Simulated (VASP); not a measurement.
## Co2F: single point with PBE

The system is Co2F.

```
CELL_PARAMETERS angstrom
0.00000 2.66124 2.66124
2.66124 0.00000 2.66124
2.66124 2.66124 0.00000
ATOMIC_POSITIONS crystal
Co 0.25000 0.25000 0.25000
Co 0.75000 0.75000 0.75000
F 0.00000 0.00000 0.00000
```

```yaml
Program: VASP 6.6.1
Task: single point
Functional: PBE
Potentials_or_basis: VASP PAW PBE potentials, release 64 (Co, F)
Cutoff: 520 eV
k_mesh: 6 × 6 × 6
Occupations: gaussian, width 0.1 eV
Spin: collinear spin, ferromagnetic start
Starting_moments: "[2.06, 2.06, 0.11] μB"
Dipole_correction: no
Further_INCAR_settings: ALGO = Fast; EDIFF = 1e-06; NBANDS = 24
```

* Pressure: -0.6 GPa
* Net moment: 4.16 μB per cell
* Site moments: Co +2.06; F +0.08 μB
* Valence electrons inside the program's atomic spheres: Co 7.82; F 6.04

Levels at points of the mesh, in eV from the Fermi level:
Spin up:
```
           k point  band 13  band 14  band 15  band 16  band 17  band 18
(0.00, 0.00, 0.00)    -1.79    -0.90    -0.90     7.16     7.16     7.16
(0.50, 0.00, 0.00)    -1.61    -1.61    -0.41     1.22     8.27     8.27
(0.50, 0.50, 0.00)    -1.72    -0.94     0.98     3.06     5.93     6.00
```
Spin down:
```csv
k point,band 8,band 9,band 10,band 11,band 12,band 13
"(0.00, 0.00, 0.00)",-0.16,-0.16,-0.16,0.68,0.68,0.68
"(0.50, 0.00, 0.00)",-0.69,-0.69,-0.39,-0.20,-0.20,0.27
"(0.50, 0.50, 0.00)",-0.69,0.05,0.05,0.11,0.11,0.75
```

Wall time 18 s on 1 thread of Oxide Virtual Turin-like Processor, with other jobs on the host, peak memory 0.14 GiB.

With open d or f shells a metallic result of PBE can be an artefact of self-interaction; +U or a hybrid may open a gap.
